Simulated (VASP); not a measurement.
# LiP16 (a cell with a defect) in VASP: notebook

The runs below take LiP16 (a cell with a defect) through single point, with LDA.

Everything below comes from runs of VASP 6.6.1. Logs are shortened: lines on timing, memory, paths and dates and some standing lists are left out, and cuts for length are marked.

## Step 1: The cell of the first run

The cell holds a defect, 17 atoms: a = 6.982 Å, b = 6.982 Å, c = 6.624 Å, α = 76.28°, β = 76.28°, γ = 96.38°.

## Step 2: Single point, LDA, collinear spin, zero start

File INCAR:

```
ALGO = Normal ; EDIFF = 1E-6
ENCUT = 520 ; GGA = CA
ISIF = 2 ; ISMEAR = -1
ISPIN = 2 ; LASPH = T
LCHARG = F ; LORBIT = 11
LREAL = Auto ; LWAVE = F
MAGMOM = 0 0 0 0 0 0 0 0 0 0 0 0 0 0 0 0 0 ; NBANDS = 60
NELM = 150 ; PREC = Accurate
SIGMA = 0.05
```

File KPOINTS:

```
k-points
0
Gamma
  2 2 2
```

File POSCAR:

```
LiP16
1.0
    1.6560500000      5.2040000000      4.3500000000
    1.6560500000     -5.2040000000      4.3500000000
    6.6242000000      0.0000000000      0.0000000000
P Li
16 1
Direct
    0.6554022044      0.4192513589      0.2205644405
    0.1688667818      0.4275166665      0.0795984708
    0.8644211898      0.0551323735      0.0091255279
    0.2785057579      0.1391487249      0.1342751266
    0.6379727508      0.4308778239      0.7280664844
    0.1860404206      0.3878409587      0.6062067483
    0.8337268504      0.0666069427      0.5273136714
    0.3188412202      0.1073700442      0.6373166323
    0.1302520179      0.9589728096      0.4713579337
    0.7089659618      0.8825758773      0.3447408196
    0.3592848247      0.5293491983      0.2698329800
    0.8200848345      0.5884303379      0.3928940021
    0.1497456879      0.9339968408      0.9723921659
    0.6791974292      0.8795248696      0.8603754321
    0.3645359885      0.5787784943      0.7486520713
    0.8154268723      0.6008926679      0.8868070145
    0.4262401004      0.8659120835      0.2171622801
```

Potentials or basis: VASP PAW LDA potentials, release 64 (P, Li_sv).

Run with:

```
$ cat potpaw_LDA.64/P/POTCAR potpaw_LDA.64/Li_sv/POTCAR > POTCAR
$ mpirun -np 1 vasp_std > vasp.out
```

OUTCAR:

```text
EDIFF = 1E-6
   ENCUT = 520
   GGA = CA
   ISIF = 2
   ISMEAR = -1
   ISPIN = 2
   LASPH = T
   LORBIT = 11
   LREAL = Auto
   NELM = 150
   PREC = Accurate

 ion  position               nearest neighbor table
   1  0.655  0.419  0.221-  16 2.22  12 2.23  11 2.26
   2  0.169  0.428  0.080-  11 2.21   4 2.21  15 2.22
   3  0.864  0.055  0.009-  10 2.21  14 2.23  13 2.23
   4  0.279  0.139  0.134-   2 2.21  13 2.22   9 2.22  17 2.28
   5  0.638  0.431  0.728-  16 2.22  12 2.22  15 2.26
   6  0.186  0.388  0.606-  11 2.19  15 2.24   8 2.24
   7  0.834  0.067  0.527-  10 2.20  14 2.22   9 2.26
   8  0.319  0.107  0.637-   9 2.22  13 2.22   6 2.24
   9  0.130  0.959  0.471-   4 2.22   8 2.22   7 2.26  17 2.59
  10  0.709  0.883  0.345-   7 2.20   3 2.21  12 2.25  17 2.33
  11  0.359  0.529  0.270-   6 2.19   2 2.21   1 2.26  17 2.27
  12  0.820  0.588  0.393-   5 2.22   1 2.23  10 2.25
  13  0.150  0.934  0.972-   4 2.22   8 2.22   3 2.23
  14  0.679  0.880  0.860-   7 2.22   3 2.23  16 2.25  17 2.57
  15  0.365  0.579  0.749-   2 2.22   6 2.24   5 2.26
  16  0.815  0.601  0.887-   1 2.22   5 2.22  14 2.25
  17  0.426  0.866  0.217-  11 2.27   4 2.28  10 2.33  14 2.57   9 2.59

  LATTYP: Found a base centered monoclinic cell.
 ALAT       =     9.3091356425
 B/A-ratio  =     1.1180415024
 C/A-ratio  =     0.7115805650
 COS(beta)  =    -0.3557902825

  Lattice vectors:

 A1 = (  -1.6560500000,  -5.2040000000,  -4.3500000000)
 A2 = (  -1.6560500000,   5.2040000000,  -4.3500000000)
 A3 = (   6.6242000000,   0.0000000000,   0.0000000000)

Analysis of symmetry for initial positions (statically):
=====================================================================
 Subroutine PRICEL returns:
 Original cell was already a primitive cell.

 Routine SETGRP: Setting up the symmetry group for a
 base centered monoclinic supercell.

 Subroutine GETGRP returns: Found  1 space group operations
 (whereof  1 operations were pure point group operations)
 out of a pool of  4 trial point group operations.

The static configuration has the point symmetry C_1 .

Analysis of symmetry for dynamics (positions and initial velocities):
=====================================================================
 Subroutine PRICEL returns:
 Original cell was already a primitive cell.

 Routine SETGRP: Setting up the symmetry group for a
 base centered monoclinic supercell.

 Subroutine GETGRP returns: Found  1 space group operations
 (whereof  1 operations were pure point group operations)
 out of a pool of  4 trial point group operations.

The dynamic configuration has the point symmetry C_1 .

Analysis of structural, dynamic, and magnetic symmetry:
=====================================================================
 Subroutine PRICEL returns:
 Original cell was already a primitive cell.

 Routine SETGRP: Setting up the symmetry group for a
 base centered monoclinic supercell.

 Subroutine GETGRP returns: Found  1 space group operations
 (whereof  1 operations were pure point group operations)
 out of a pool of  4 trial point group operations.

The overall configuration has the point symmetry C_1 .

 Subroutine INISYM returns: Found  1 space group operations
 (whereof  1 operations are pure point group operations),
 and found     1 'primitive' translations

----------------------------------------------------------------------------------------

                                     Primitive cell

  volume of cell :     299.9093

  direct lattice vectors                    reciprocal lattice vectors
     1.656050000  5.204000000  4.350000000     0.000000000  0.096079939  0.114942529
     1.656050000 -5.204000000  4.350000000     0.000000000 -0.096079939  0.114942529
     6.624200000  0.000000000  0.000000000     0.150961626  0.000000000 -0.057471264

  length of vectors
     6.981877799  6.981877799  6.624200000     0.149810345  0.149810345  0.161531293

  position of ions in fractional coordinates (direct lattice)
     0.655402204  0.419251359  0.220564440
     0.168866782  0.427516666  0.079598471
     0.864421190  0.055132374  0.009125528
     0.278505758  0.139148725  0.134275127
     0.637972751  0.430877824  0.728066484
     0.186040421  0.387840959  0.606206748
[... 9 lines left out ...]
     0.815426872  0.600892668  0.886807015
     0.426240100  0.865912083  0.217162280

  ion indices of the primitive-cell ions
   primitive index   ion index
                 1           1
                 2           2
                 3           3
                 4           4
                 5           5
                 6           6
[... 9 lines left out ...]
                16          16
                17          17

----------------------------------------------------------------------------------------

 KPOINTS: k-points

Automatic generation of k-mesh.
 Grid dimensions read from file:
 generate k-points for:    2    2    2

 Generating k-lattice:

  Cartesian coordinates                     Fractional coordinates (reciprocal lattice)
     0.000000000  0.048039969  0.057471264     0.500000000  0.000000000  0.000000000
     0.000000000 -0.048039969  0.057471264     0.000000000  0.500000000  0.000000000
     0.075480813  0.000000000 -0.028735632    -0.000000000 -0.000000000  0.500000000

  Length of vectors
     0.074905173  0.074905173  0.080765646

  Shift w.r.t. Gamma in fractional coordinates (k-lattice)
     0.000000000  0.000000000  0.000000000

 Subroutine IBZKPT returns following result:
 ===========================================

 Found      8 irreducible k-points:

 Following reciprocal coordinates:
            Coordinates               Weight
  0.000000  0.000000  0.000000      1.000000
  0.500000  0.000000  0.000000      1.000000
  0.000000  0.500000  0.000000      1.000000
  0.500000  0.500000  0.000000      1.000000
  0.000000  0.000000  0.500000      1.000000
  0.500000  0.000000  0.500000      1.000000
  0.000000  0.500000  0.500000      1.000000
  0.500000  0.500000  0.500000      1.000000
   k-points           NKPTS =      8   k-points in BZ     NKDIM =      8   number of bands    NBANDS=     60
   number of dos      NEDOS =    301   number of ions     NIONS =     17
   total plane-waves  NPLWV = 145800
   dimension x,y,z NGX =    54 NGY =   54 NGZ =   50
   dimension x,y,z NGXF=   108 NGYF=  108 NGZF=  100
   ions per type =              16   1
   NGX,Y,Z   is equivalent  to a cutoff of  12.86, 12.86, 12.55 a.u.
   NGXF,Y,Z  is equivalent  to a cutoff of  25.72, 25.72, 25.10 a.u.
 SYSTEM =  unknown system
   PREC   = accura    normal or accurate (medium, high low for compatibility)
   ISTART =      0    job   : 0-new  1-cont  2-samecut
   ICHARG =      2    charge: 1-file 2-atom 10-const
   ISPIN  =      2    spin polarized calculation?
   LNONCOLLINEAR =      F non collinear calculations
   LSORBIT =      F    spin-orbit coupling
   LASPH  =      T    aspherical Exc in radial PAW
   ENCUT  =  520.0 eV  38.22 Ry    6.18 a.u.  12.98 12.98 12.32*2*pi/ulx,y,z
   NELM   =    150;   NELMIN=  2; NELMDL= -5     # of ELM steps
   EDIFF  = 0.1E-05   stopping-criterion for ELM
   LREAL  =      T    real-space projection
   EDIFFG = 0.1E-04   stopping-criterion for IOM
   NSW    =      0    number of steps for IOM
   IBRION =     -1    ionic relax: 0-MD 1-quasi-New 2-CG
   NFREE  =      0    steps in history (QN), initial steepest desc. (CG)
   ISIF   =      2    stress and relaxation
   ISYM   =      2    0-nonsym 1-usesym 2-fastsym
   POTIM  = 0.5000    time-step for ionic-motion
   TEBEG  =    0.0;   TEEND  =   0.0 temperature during run
   PSTRESS=    0.0 pullay stress
   NELECT =      83.0000    total number of electrons
   NUPDOWN=      -1.0000    fix difference up-down
   EMIN   =  10.00;   EMAX   =-10.00  energy-range for DOS
   EFERMI =   0.00;   METHOD = LEGACY
   ISMEAR =    -1;   SIGMA  =   0.05  broadening in eV -4-tet -1-fermi 0-gaus
   EFERMI_NEDOS =   21; number of points for ismear=-14 and -15
   IALGO  =     38    algorithm
   IMIX   =      4    mixing-type and parameters
     AMIX     =   0.40;   BMIX     =  1.00
     AMIX_MAG =   1.60;   BMIX_MAG =  1.00
  volume/ion in A,a.u.               =      17.64       119.05
  Fermi-wavevector in a.u.,A,eV,Ry     =   1.066852  2.016058 15.485788  1.138173
  Thomas-Fermi vector in A             =   2.202450
   LORBIT       =     11    0 simple, 1 ext, 2 COOP (PROOUT), +10 PAW based schemes
   GGA     = CA    functional components
   LHFCALC =     F    Hartree Fock is set to
   AEXX    =    0.0000 exact exchange contribution
   IVDW    =     0    specifies the selected vdW correction
   LEPSILON=     F    determine dielectric tensor
   LRPA    =     F    only Hartree local field effects (RPA)
 spin polarized calculation
  energy-cutoff  :      520.00
  volume of cell :      299.91
 maximum number of plane-waves:      8114
 NGX is ok and might be reduce to    54
   NGX = 25   NGY = 25   NGZ = 25

 number of electron      83.0000001 magnetization      -0.0000233

 number of electron      83.0000001 magnetization       0.0000003

 Free energy of the ion-electron system (eV)
  ---------------------------------------------------
  ext. energy  EPLUGINS =         0.00000000
  ---------------------------------------------------
  free energy    TOTEN  =       -98.31475064 eV

  energy without entropy =      -98.25943556  energy(sigma->0) =      -98.28709310

 E-fermi :   7.3400     XC(G=0): -10.2471

 val. band max:        7.3286986511   @ k =   0.5000   0.5000   0.0000
 cond. band min:       7.4116939141   @ k =   0.0000   0.5000   0.0000
 fundamental gap:      0.0829952630
 Fermi energy:         7.3399522298

 spin component 1

 k-point     1 :       0.0000    0.0000    0.0000
  band No.  band energies     occupation
      1     -38.1322      1.00000
      2      -8.9629      1.00000
      3      -7.5135      1.00000
      4      -7.4276      1.00000
      5      -5.9407      1.00000
      6      -5.8753      1.00000
[... 45 lines left out ...]
     52       8.9842      0.00000
     53       9.3993      0.00000
[... 390 lines left out ...]
     52      10.0450      0.00000
     53      10.1761      0.00000
 Fermi energy:         7.3399522298

 spin component 2

 k-point     1 :       0.0000    0.0000    0.0000
  band No.  band energies     occupation
      1     -38.1323      1.00000
      2      -8.9629      1.00000
      3      -7.5135      1.00000
      4      -7.4276      1.00000
      5      -5.9407      1.00000
      6      -5.8753      1.00000
[... 45 lines left out ...]
     52       8.9842      0.00000
     53       9.3993      0.00000
[... 390 lines left out ...]
     52      10.0450      0.00000
     53      10.1761      0.00000
 [bands above 53 left out]

------------------------ aborting loop because EDIFF is reached ----------------------------------------

  FORCE on cell =-STRESS in cart. coord.  units (eV):
  Direction    XX          YY          ZZ          XY          YZ          ZX
  --------------------------------------------------------------------------------------
  -------------------------------------------------------------------------------------
  Total       -1.5680335      3.9585553     -2.4705298      0.3534394     -0.5944406      0.4737880
  in kB       -8.3767574     21.1474169    -13.1980784      1.8881458     -3.1756240      2.5310731
  external PRESSURE =      -0.1424729 kB  Pullay stress =       0.0000000 kB

 VOLUME and BASIS-vectors are now :
 -----------------------------------------------------------------------------
  energy-cutoff  :      520.00
  volume of cell :      299.91
      direct lattice vectors                 reciprocal lattice vectors
     1.656050000  5.204000000  4.350000000     0.000000000  0.096079939  0.114942529
     1.656050000 -5.204000000  4.350000000     0.000000000 -0.096079939  0.114942529
     6.624200000  0.000000000  0.000000000     0.150961626  0.000000000 -0.057471264

 POSITION                                       TOTAL-FORCE (eV/Angst)
 -----------------------------------------------------------------------------------
      3.24074      1.22893      4.67474         0.009001     -0.032375      0.017257
      1.51492     -1.34601      2.59427         0.020028      0.039637      0.026224
      1.58328      4.21154      4.00006         0.020626      0.020252     -0.036536
      1.58112      0.72521      1.81680         0.008068     -0.027953     -0.045513
      6.59293      1.07772      4.64950         0.001878     -0.020969      0.030107
      4.96601     -1.05017      2.49638        -0.013583      0.029989      0.022856
[... 9 lines left out ...]
      8.21988      1.11644      6.16099         0.005362     -0.019704     -0.039771
      3.57839     -2.28805      5.62086        -0.096218      0.001487      0.057567
 -----------------------------------------------------------------------------------
    total drift:                                0.000553     -0.004597      0.005708

  FREE ENERGIE OF THE ION-ELECTRON SYSTEM (eV)
  ---------------------------------------------------
  free  energy   TOTEN  =       -98.3147506401 eV

  energy  without entropy=      -98.2594355648  energy(sigma->0) =      -98.28709310

 total charge

# of ion       s       p       d       tot
------------------------------------------
    1        1.092   1.363   0.000   2.455
    2        1.097   1.362   0.000   2.459
    3        1.091   1.374   0.000   2.466
    4        1.071   1.437   0.000   2.509
    5        1.086   1.375   0.000   2.461
    6        1.090   1.373   0.000   2.463
[... 9 lines left out ...]
   16        1.085   1.377   0.000   2.462
   17        2.036   0.110   0.000   2.146
--------------------------------------------------
tot         19.365  22.341   0.000  41.706

 magnetization (x)

# of ion       s       p       d       tot
------------------------------------------
    1        0.000   0.000   0.000   0.000
    2        0.000  -0.000   0.000  -0.000
    3       -0.000  -0.000   0.000  -0.000
    4       -0.000   0.000   0.000  -0.000
    5       -0.000  -0.000   0.000  -0.000
    6       -0.000  -0.000   0.000  -0.000
[... 9 lines left out ...]
   16       -0.000   0.000   0.000   0.000
   17       -0.000   0.000   0.000  -0.000
--------------------------------------------------
tot         -0.000   0.000   0.000  -0.000
```

It took 10 min on 1 thread of Intel Xeon 8259CL, shared host; peak memory 0.41 GiB.

What came out:

* Free energy: -98.3148 eV
* Largest force: 0.112 eV/Å
* Net moment: 0.00 μB per cell
* Valence electrons inside the program's atomic spheres: P 2.46, 2.47, 2.51, 2.48, 2.50, 2.52 (each value once); Li 2.15

Forces on the atoms (eV/Å):
```
P    0.009 -0.032  0.017
P    0.020  0.040  0.026
P    0.021  0.020 -0.037
P    0.008 -0.028 -0.046
P    0.002 -0.021  0.030
P   -0.014  0.030  0.023
P   -0.007  0.034 -0.018
P    0.006 -0.028 -0.029
P    0.012 -0.005  0.010
P    0.024  0.014  0.016
P    0.005 -0.010 -0.016
P    0.011 -0.019 -0.036
P   -0.001 -0.031  0.026
P   -0.013  0.034  0.045
P    0.008  0.021 -0.030
P    0.005 -0.020 -0.040
Li  -0.096  0.001  0.058
```

Levels at points of the mesh, in eV from the Fermi level:
Spin up:
| k point | band 38 | band 39 | band 40 | band 41 | band 42 | band 43 | band 44 | band 45 |
| --- | --- | --- | --- | --- | --- | --- | --- | --- |
| (0.00, 0.00, 0.00) | -2.23 | -2.13 | -1.97 | -1.94 | -0.04 | 0.17 | 0.51 | 0.54 |
| (0.50, 0.00, 0.00) | -2.49 | -2.37 | -1.68 | -1.57 | 0.12 | 0.18 | 0.37 | 0.62 |
| (0.00, 0.50, 0.00) | -2.46 | -2.40 | -1.69 | -1.47 | 0.07 | 0.23 | 0.41 | 0.52 |
| (0.50, 0.50, 0.00) | -2.08 | -1.73 | -1.66 | -0.63 | -0.34 | -0.01 | 0.28 | 0.61 |
| (0.00, 0.00, 0.50) | -2.12 | -1.99 | -1.77 | -1.74 | 0.37 | 0.49 | 0.55 | 0.73 |
| (0.50, 0.00, 0.50) | -2.42 | -2.32 | -1.77 | -1.74 | -0.03 | 0.20 | 1.01 | 1.24 |
| (0.00, 0.50, 0.50) | -2.39 | -2.32 | -1.79 | -1.66 | -0.02 | 0.18 | 0.94 | 1.34 |
| (0.50, 0.50, 0.50) | -2.05 | -2.00 | -1.79 | -1.55 | 0.13 | 0.17 | 0.22 | 0.54 |
Spin down:
| k point | band 39 | band 40 | band 41 | band 42 | band 43 | band 44 |
| --- | --- | --- | --- | --- | --- | --- |
| (0.00, 0.00, 0.00) | -2.13 | -1.97 | -1.94 | -0.04 | 0.17 | 0.51 |
| (0.50, 0.00, 0.00) | -2.37 | -1.68 | -1.57 | 0.12 | 0.18 | 0.37 |
| (0.00, 0.50, 0.00) | -2.40 | -1.69 | -1.47 | 0.07 | 0.23 | 0.41 |
| (0.50, 0.50, 0.00) | -1.73 | -1.66 | -0.63 | -0.34 | -0.01 | 0.28 |
| (0.00, 0.00, 0.50) | -1.99 | -1.77 | -1.74 | 0.37 | 0.49 | 0.55 |
| (0.50, 0.00, 0.50) | -2.32 | -1.77 | -1.74 | -0.03 | 0.20 | 1.01 |
| (0.00, 0.50, 0.50) | -2.32 | -1.79 | -1.66 | -0.02 | 0.18 | 0.94 |
| (0.50, 0.50, 0.50) | -2.00 | -1.79 | -1.55 | 0.13 | 0.17 | 0.22 |

Caveat: the k points lie up to 0.51 Å⁻¹ apart; the cutoff is under 1.25 times the usual one of these potentials, so pressure, stress and relaxed cells hold a basis-set (Pulay) error; no moment was typed at the start, so none could form.

(Continued in part 2 of 2.)
